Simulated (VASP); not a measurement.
# K (Im-3m) in VASP: notebook

The runs below take K through single point, with LDA.

Program: VASP 6.6.1. These are calculated values, not measurements. Logs are shortened: lines on timing, memory, paths and dates and some standing lists are left out, and cuts for length are marked.

**1. The cell of the first run**

It takes space group Im-3m (No. 229, cubic). The conventional cell has a = 5.048 Å, b = 5.048 Å, c = 5.048 Å, α = 90.00°, β = 90.00°, γ = 90.00°. K (site symmetry m-3m) has 14 K at 4.37 to 5.05 Å within 5.7 Å.

**2. Single point, LDA**

INCAR reads:

```
PREC = Accurate
ENCUT = 520
EDIFF = 1E-6
ISMEAR = -1
SIGMA = 0.3
LREAL = F
LASPH = T
NELM = 80
ALGO = Normal
ISIF = 2
LWAVE = F
LCHARG = F
GGA = CA
NBANDS = 10
```

KPOINTS reads:

```
Automatic mesh
0
Gamma
  9 9 9
```

POSCAR reads:

```
K
1.0
   -2.5241928768      2.5241928768      2.5241928768
    2.5241928768     -2.5241928768      2.5241928768
    2.5241928768      2.5241928768     -2.5241928768
K
1
Direct
    0.0000000000      0.0000000000      0.0000000000
```

Potentials or basis: VASP PAW LDA potentials, release 64 (K_sv).

On the command line:

```sh
$ cat potpaw_LDA.64/K_sv/POTCAR > POTCAR
$ mpirun -np 1 vasp_std > vasp.out
```

OUTCAR:

```text
PREC = Accurate
   ENCUT = 520
   EDIFF = 1E-6
   ISMEAR = -1
   LREAL = F
   LASPH = T
   NELM = 80
   ISIF = 2
   GGA = CA

 ion  position               nearest neighbor table
   1  0.000  0.000  0.000-

  LATTYP: Found a body centered cubic cell.
 ALAT       =     5.0483857536

  Lattice vectors:

 A1 = (  -2.5241928768,   2.5241928768,   2.5241928768)
 A2 = (   2.5241928768,  -2.5241928768,   2.5241928768)
 A3 = (   2.5241928768,   2.5241928768,  -2.5241928768)

Analysis of symmetry for initial positions (statically):
=====================================================================
 Subroutine PRICEL returns:
 Original cell was already a primitive cell.

 Routine SETGRP: Setting up the symmetry group for a
 body centered cubic supercell.

 Subroutine GETGRP returns: Found 48 space group operations
 (whereof 48 operations were pure point group operations)
 out of a pool of 48 trial point group operations.

The static configuration has the point symmetry O_h .

Analysis of symmetry for dynamics (positions and initial velocities):
=====================================================================
 Subroutine PRICEL returns:
 Original cell was already a primitive cell.

 Routine SETGRP: Setting up the symmetry group for a
 body centered cubic supercell.

 Subroutine GETGRP returns: Found 48 space group operations
 (whereof 48 operations were pure point group operations)
 out of a pool of 48 trial point group operations.

The dynamic configuration has the point symmetry O_h .

 Subroutine INISYM returns: Found 48 space group operations
 (whereof 48 operations are pure point group operations),
 and found     1 'primitive' translations

----------------------------------------------------------------------------------------

                                     Primitive cell

  volume of cell :      64.3321

  direct lattice vectors                    reciprocal lattice vectors
    -2.524192877  2.524192877  2.524192877     0.000000000  0.198083120  0.198083120
     2.524192877 -2.524192877  2.524192877     0.198083120  0.000000000  0.198083120
     2.524192877  2.524192877 -2.524192877     0.198083120  0.198083120  0.000000000

  length of vectors
     4.372030311  4.372030311  4.372030311     0.280131834  0.280131834  0.280131834

  position of ions in fractional coordinates (direct lattice)
     0.000000000  0.000000000  0.000000000

  ion indices of the primitive-cell ions
   primitive index   ion index
                 1           1

----------------------------------------------------------------------------------------

 KPOINTS: Automatic mesh

Automatic generation of k-mesh.
 Grid dimensions read from file:
 generate k-points for:    9    9    9

 Generating k-lattice:

  Cartesian coordinates                     Fractional coordinates (reciprocal lattice)
     0.000000000  0.022009236  0.022009236     0.111111111  0.000000000  0.000000000
     0.022009236  0.000000000  0.022009236     0.000000000  0.111111111  0.000000000
     0.022009236  0.022009236  0.000000000     0.000000000  0.000000000  0.111111111

  Length of vectors
     0.031125759  0.031125759  0.031125759

  Shift w.r.t. Gamma in fractional coordinates (k-lattice)
     0.000000000  0.000000000  0.000000000

 Subroutine IBZKPT returns following result:
 ===========================================

 Found     35 irreducible k-points:

 Following reciprocal coordinates:
            Coordinates               Weight
  0.000000  0.000000  0.000000      1.000000
  0.111111  0.000000  0.000000     12.000000
  0.222222  0.000000  0.000000     12.000000
  0.333333  0.000000  0.000000     12.000000
  0.444444  0.000000  0.000000     12.000000
  0.111111  0.111111  0.000000     24.000000
[... 16 lines left out ...]
 -0.333333  0.444444  0.111111     48.000000
 -0.444444 -0.444444  0.111111     24.000000
 [... further k-points ...]
   k-points           NKPTS =     35   k-points in BZ     NKDIM =     35   number of bands    NBANDS=     10
   number of dos      NEDOS =    301   number of ions     NIONS =      1
   total plane-waves  NPLWV =  46656
   dimension x,y,z NGX =    36 NGY =   36 NGZ =   36
   dimension x,y,z NGXF=    72 NGYF=   72 NGZF=   72
   ions per type =               1
   NGX,Y,Z   is equivalent  to a cutoff of  13.69, 13.69, 13.69 a.u.
   NGXF,Y,Z  is equivalent  to a cutoff of  27.38, 27.38, 27.38 a.u.
 SYSTEM =  unknown system
   PREC   = accura    normal or accurate (medium, high low for compatibility)
   ISTART =      0    job   : 0-new  1-cont  2-samecut
   ICHARG =      2    charge: 1-file 2-atom 10-const
   ISPIN  =      1    spin polarized calculation?
   LNONCOLLINEAR =      F non collinear calculations
   LSORBIT =      F    spin-orbit coupling
   LASPH  =      T    aspherical Exc in radial PAW
   ENCUT  =  520.0 eV  38.22 Ry    6.18 a.u.   8.13  8.13  8.13*2*pi/ulx,y,z
   NELM   =     80;   NELMIN=  2; NELMDL= -5     # of ELM steps
   EDIFF  = 0.1E-05   stopping-criterion for ELM
   LREAL  =      F    real-space projection
   EDIFFG = 0.1E-04   stopping-criterion for IOM
   NSW    =      0    number of steps for IOM
   IBRION =     -1    ionic relax: 0-MD 1-quasi-New 2-CG
   NFREE  =      0    steps in history (QN), initial steepest desc. (CG)
   ISIF   =      2    stress and relaxation
   ISYM   =      2    0-nonsym 1-usesym 2-fastsym
   POTIM  = 0.5000    time-step for ionic-motion
   TEBEG  =    0.0;   TEEND  =   0.0 temperature during run
   PSTRESS=    0.0 pullay stress
   NELECT =       9.0000    total number of electrons
   NUPDOWN=      -1.0000    fix difference up-down
   EMIN   =  10.00;   EMAX   =-10.00  energy-range for DOS
   EFERMI =   0.00;   METHOD = LEGACY
   ISMEAR =    -1;   SIGMA  =   0.30  broadening in eV -4-tet -1-fermi 0-gaus
   EFERMI_NEDOS =   21; number of points for ismear=-14 and -15
   IALGO  =     38    algorithm
   IMIX   =      4    mixing-type and parameters
     AMIX     =   0.40;   BMIX     =  1.00
     AMIX_MAG =   1.60;   BMIX_MAG =  1.00
  volume/ion in A,a.u.               =      64.33       434.13
  Fermi-wavevector in a.u.,A,eV,Ry     =   0.849858  1.605999  9.826930  0.722259
  Thomas-Fermi vector in A             =   1.965745
   LORBIT       =      0    0 simple, 1 ext, 2 COOP (PROOUT), +10 PAW based schemes
   GGA     = CA    functional components
   LHFCALC =     F    Hartree Fock is set to
   AEXX    =    0.0000 exact exchange contribution
   IVDW    =     0    specifies the selected vdW correction
   LEPSILON=     F    determine dielectric tensor
   LRPA    =     F    only Hartree local field effects (RPA)
 non-spin polarized calculation
  energy-cutoff  :      520.00
  volume of cell :       64.33
 maximum number of plane-waves:      1754
 NGX is ok and might be reduce to    36
   NGX = 17   NGY = 17   NGZ = 17

 number of electron       9.0000001 magnetization

 Free energy of the ion-electron system (eV)
  ---------------------------------------------------
  ext. energy  EPLUGINS =         0.00000000
  ---------------------------------------------------
  free energy    TOTEN  =        -1.27434807 eV

  energy without entropy =       -1.05624137  energy(sigma->0) =       -1.16529472

 E-fermi :  -0.0563     XC(G=0):  -6.2239

 val. band max:       -0.0671453355   @ k =  -0.3333   0.4444   0.1111
 cond. band min:       0.0283541236   @ k =   0.4444   0.0000   0.0000
 fundamental gap:      0.0954994591
 Fermi energy:        -0.0562804855

 k-point     1 :       0.0000    0.0000    0.0000
  band No.  band energies     occupation
      1     -31.7422      2.00000
      2     -15.4097      2.00000
      3     -15.4097      2.00000
      4     -15.4097      2.00000
      5      -2.3669      1.99910
      6       4.2766      0.00000
      7       4.2766      0.00000
      8       4.2766      0.00000
      9       5.3038      0.00000
     10       5.3038      0.00000

 k-point     2 :       0.1111    0.0000    0.0000
  band No.  band energies     occupation
      1     -31.7412      2.00000
      2     -15.4232      2.00000
      3     -15.4141      2.00000
      4     -15.4097      2.00000
      5      -2.1948      1.99840
      6       4.0438      0.00000
      7       4.0835      0.00000
      8       4.4217      0.00000
      9       5.0814      0.00000
     10       5.2764      0.00000

 k-point     3 :       0.2222    0.0000    0.0000
  band No.  band energies     occupation
      1     -31.7388      2.00000
      2     -15.4570      2.00000
      3     -15.4251      2.00000
      4     -15.4098      2.00000
      5      -1.6957      1.99157
      6       3.2238      0.00004
      7       3.6867      0.00001
      8       4.8488      0.00000
      9       5.0772      0.00000
     10       5.2752      0.00000

 k-point     4 :       0.3333    0.0000    0.0000
  band No.  band energies     occupation
      1     -31.7360      2.00000
      2     -15.4948      2.00000
      3     -15.4376      2.00000
      4     -15.4098      2.00000
      5      -0.9217      1.89416
      6       2.2078      0.00105
      7       3.3309      0.00002
      8       5.1552      0.00000
      9       5.4195      0.00000
     10       5.5338      0.00000
[... 222 lines left out ...]
 k-point    22 :      -0.4444    0.4444    0.1111
  band No.  band energies     occupation
      1     -31.7334      2.00000
      2     -15.5155      2.00000
      3     -15.4508      2.00000
      4     -15.4195      2.00000
      5       0.1734      0.63490
      6       1.2568      0.02482
      7       3.2074      0.00004
      8       4.3193      0.00000
      9       5.6293      0.00000
     10       6.3936      0.00000

 k-point    23 :      -0.3333    0.4444    0.1111
  band No.  band energies     occupation
      1     -31.7332      2.00000
      2     -15.5022      2.00000
      3     -15.4575      2.00000
      4     -15.4276      2.00000
      5      -0.0671      1.01811
      6       1.8686      0.00326
      7       2.9340      0.00009
      8       4.3497      0.00000
      9       5.2665      0.00000
     10       5.9524      0.00000

 k-point    24 :      -0.4444   -0.4444    0.1111
  band No.  band energies     occupation
      1     -31.7323      2.00000
      2     -15.5110      2.00000
      3     -15.4635      2.00000
      4     -15.4275      2.00000
      5       0.8485      0.09343
      6       0.9711      0.06307
      7       2.7899      0.00015
      8       4.2858      0.00000
      9       5.4324      0.00000
     10       6.1515      0.00000

 [... further k-points ...]

------------------------ aborting loop because EDIFF is reached ----------------------------------------

  FORCE on cell =-STRESS in cart. coord.  units (eV):
  Direction    XX          YY          ZZ          XY          YZ          ZX
  --------------------------------------------------------------------------------------
  -------------------------------------------------------------------------------------
  Total        0.0252611      0.0252611      0.0252611      0.0000000      0.0000000     -0.0000000
  in kB        0.6291215      0.6291215      0.6291215      0.0000000      0.0000000     -0.0000000
  external PRESSURE =       0.6291215 kB  Pullay stress =       0.0000000 kB

 VOLUME and BASIS-vectors are now :
 -----------------------------------------------------------------------------
  energy-cutoff  :      520.00
  volume of cell :       64.33
      direct lattice vectors                 reciprocal lattice vectors
    -2.524192877  2.524192877  2.524192877     0.000000000  0.198083120  0.198083120
     2.524192877 -2.524192877  2.524192877     0.198083120  0.000000000  0.198083120
     2.524192877  2.524192877 -2.524192877     0.198083120  0.198083120  0.000000000

 POSITION                                       TOTAL-FORCE (eV/Angst)
 -----------------------------------------------------------------------------------
      0.00000      0.00000      0.00000         0.000000     -0.000000      0.000000
 -----------------------------------------------------------------------------------
    total drift:                               -0.000000      0.000000      0.000000

  FREE ENERGIE OF THE ION-ELECTRON SYSTEM (eV)
  ---------------------------------------------------
  free  energy   TOTEN  =        -1.2743480732 eV

  energy  without entropy=       -1.0562413705  energy(sigma->0) =       -1.16529472
```

Wall time 25 s (1 thread of Intel Xeon 8259CL, shared host); peak memory 0.17 GiB.

What came out:

```yaml
Free_energy: -1.2743 eV
Pressure: 0.1 GPa
Band_gap_on_the_k_mesh: zero (an odd number of electrons rules out a gap without spin polarisation)
```

Caveat: so wide a smearing shifts energies and pressures.

**3. Single point, LDA**

Changes to INCAR since step 2:

```diff
@@ -4,3 +4,3 @@
 ISMEAR = -1
-SIGMA = 0.3
+SIGMA = 0.6
 LREAL = F
@@ -12,3 +12,2 @@
 LCHARG = F
-GGA = CA
 NBANDS = 10
```

KPOINTS is that of step 2.

POSCAR is that of step 2.

Potentials or basis: VASP PAW LDA potentials, release 64 (K_sv).

On the command line:

```sh
$ cat potpaw_LDA.64/K_sv/POTCAR > POTCAR
$ mpirun -np 1 vasp_std > vasp.out
```

Wall time 26 s (1 thread of Intel Xeon 8259CL, shared host); peak memory 0.17 GiB.

It converged, with:

| Quantity | Value |
| --- | --- |
| Free energy | -1.5965 eV |
| Pressure | 0.3 GPa |
| Band gap on the k mesh | zero (an odd number of electrons rules out a gap without spin polarisation) |

Levels at points of the mesh, in eV from the Fermi level:
| k point | band 1 | band 2 | band 3 | band 4 | band 5 | band 6 | band 7 | band 8 | band 9 |
| --- | --- | --- | --- | --- | --- | --- | --- | --- | --- |
| (0.00, 0.00, 0.00) | -31.47 | -15.14 | -15.14 | -15.14 | -2.12 | 4.53 | 4.53 | 4.53 | 5.56 |

Caveat: so wide a smearing shifts energies and pressures.
